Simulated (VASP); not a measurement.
Write the native input for VASP 6.6.1 that does the following.

| Quantity | Value |
| --- | --- |
| Task | single point |
| Functional | PBEsol |
| Potentials or basis | VASP PAW PBE potentials, release 64 (Sc_sv, Al, N) |
| Cutoff | 600 eV |
| k mesh | 8 × 6 × 8 |
| Occupations | gaussian, width 0.02 eV |
| Spin | no spin polarisation |
| Dipole correction | no |
| Further INCAR settings | ALGO = Normal; EDIFF = 1e-06; NBANDS = 30 |

The structure of ScAl3N4 lies in POSCAR:

```
ScAl3N4
1.0
   -3.2086112715      0.0000000000      0.0000000000
    0.0000000000      5.6037654096     -0.0022277344
    1.6043056358     -2.7998636507     -5.0387091854
Sc Al N
1 3 4
Direct
    0.0059291898      0.3363302081      0.0118583797
    0.4999595425      0.8364042285     -0.0000809149
    0.7538069788      0.4169469449      0.5076139576
    0.2461492337      0.9170287795      0.4922984675
    0.8004356978      0.1310045618      0.6008713956
    0.3055267495      0.6425223495      0.6110534989
    0.5673727527      0.2131983969      0.1347455055
    0.0568198551      0.7425645306      0.1136397101
```

One way to write it, as run:

INCAR

```
PREC = Accurate
ENCUT = 600
EDIFF = 1E-6
ISMEAR = 0
SIGMA = 0.02
LREAL = F
LASPH = T
NELM = 120
ALGO = Normal
ISIF = 2
LWAVE = F
LCHARG = F
GGA = PS
NBANDS = 30
GGA_COMPAT = F
```

KPOINTS

```
Automatic mesh
0
Gamma
  8 6 8
```

Potentials or basis: VASP PAW PBE potentials, release 64 (Sc_sv, Al, N).

Launch:

```console
$ cat potpaw_PBE.64/Sc_sv/POTCAR potpaw_PBE.64/Al/POTCAR potpaw_PBE.64/N/POTCAR > POTCAR
$ mpirun -np 1 vasp_std > vasp.out
```

It gave:

```
Pressure               : 0.1 GPa
Largest force          : 0.063 eV/Å
Band gap on the k mesh : 3.63 eV (least direct gap 3.75 eV)
```

Caveat: the PAW data sets were made with another functional, which shifts forces and pressure a little.

It took 10 min on 1 thread of Oxide Virtual Turin-like Processor (shared host), peak memory 0.44 GiB.
